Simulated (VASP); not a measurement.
# Rb2Sb2F: single point with r2SCAN

Rb2Sb2F:

```
F Rb Sb
1.0
    -2.34248    3.74975    4.82876
     4.68497    0.00000    0.00000
     2.34248    3.74975   -4.82876
F Rb Sb
1 2 2
Direct
  0.00000 0.00000 0.00000
  0.77699 0.27699 0.22301
  0.22301 0.72301 0.77699
  0.66827 0.50000 0.66827
  0.33173 0.50000 0.33173
```

```json
{"Program": "VASP 6.6.1", "Task": "single point", "Functional": "r2SCAN", "Potentials or basis": "VASP PAW PBE potentials, release 64 (F, Rb_sv, Sb)", "Cutoff": "520 eV", "k mesh": "6 × 6 × 6", "Occupations": "methfessel-paxton, width 0.2355 eV", "Spin": "no spin polarisation", "Dipole correction": "no", "Further INCAR settings": "ALGO = Normal; EDIFF = 1e-07; NBANDS = 26"}
```

* Pressure: 3.4 GPa
* Largest force: 0.104 eV/Å
* Band gap on the k mesh: zero (an odd number of electrons rules out a gap without spin polarisation)

Forces in eV/Å, atoms in the order of the input:
```
F    0.000  0.000  0.000
Rb   0.000  0.000  0.014
Rb   0.000  0.000 -0.014
Sb   0.000  0.104  0.000
Sb   0.000 -0.104  0.000
```

Stress tensor (GPa, compression positive):
```
-0.68  0.00  0.00
 0.00  8.10  0.00
 0.00  0.00  2.73
```

Levels at points of the mesh, in eV from the Fermi level:
| k point | band 14 | band 15 | band 16 | band 17 | band 18 | band 19 | band 20 | band 21 |
| --- | --- | --- | --- | --- | --- | --- | --- | --- |
| (0.00, 0.00, 0.00) | -2.61 | -2.33 | -1.96 | -1.08 | 0.16 | 1.01 | 2.58 | 4.33 |
| (0.50, 0.00, 0.00) | -2.85 | -2.23 | -1.53 | -1.23 | -0.21 | 1.44 | 3.26 | 3.91 |
| (0.00, 0.50, 0.00) | -2.77 | -2.62 | -2.10 | -1.54 | 0.18 | 0.36 | 3.63 | 4.00 |
| (0.50, 0.50, 0.00) | -2.77 | -1.99 | -1.98 | -1.90 | -0.20 | -0.19 | 3.63 | 4.54 |
| (0.50, 0.00, 0.50) | -2.59 | -2.34 | -2.34 | -1.05 | 0.16 | 1.45 | 3.26 | 3.66 |

Wall time 13 min on 1 thread of Intel(R) Xeon(R) Platinum 8488C (Sapphire Rapids), on a shared host, peak memory 0.45 GiB.

Caveat: the stress differs along the axes, from -1 to 8 GPa; the PAW data sets were made with another functional, which shifts forces and pressure a little; spin-orbit coupling is left out, which moves the levels of the heavy elements; an odd number of electrons without spin polarisation forces a metal; a magnetic or distorted state may lie lower.
